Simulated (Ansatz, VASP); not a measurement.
## AlAs: VASP beside Ansatz

```
CELL_PARAMETERS angstrom
0.00000 2.83488 2.83488
2.83488 0.00000 2.83488
2.83488 2.83488 0.00000
ATOMIC_POSITIONS crystal
Al 0.00000 0.00000 0.00000
As 0.25000 0.25000 0.25000
```

Alike in both runs: task single point; functional PBE; k mesh 8 × 8 × 8; occupations gaussian, width 0.02 eV; no spin polarisation.

```csv
,VASP,Ansatz
version,VASP 6.6.1,Ansatz 0.2.0
potentials or method,"VASP PAW PBE potentials, release 64 (Al, As), cutoff 500 eV","scalar-relativistic, plane waves, PAW"
valence electrons in the cell,8,18
```

```tsv
	VASP	Ansatz	Ansatz less VASP
gap on the k mesh at the Fermi level (eV)	1.44	1.45	+0.010
least direct gap on the mesh (eV)	2.02	2.02	-0.007
pressure (GPa)	2.4	2.2	-0.18
```

With one functional, cell and mesh, what is left measures potentials, basis and numerics. VASP's potentials hold 8 valence electrons a cell and Ansatz's 18, so a difference there can come from the potentials and not from the codes.
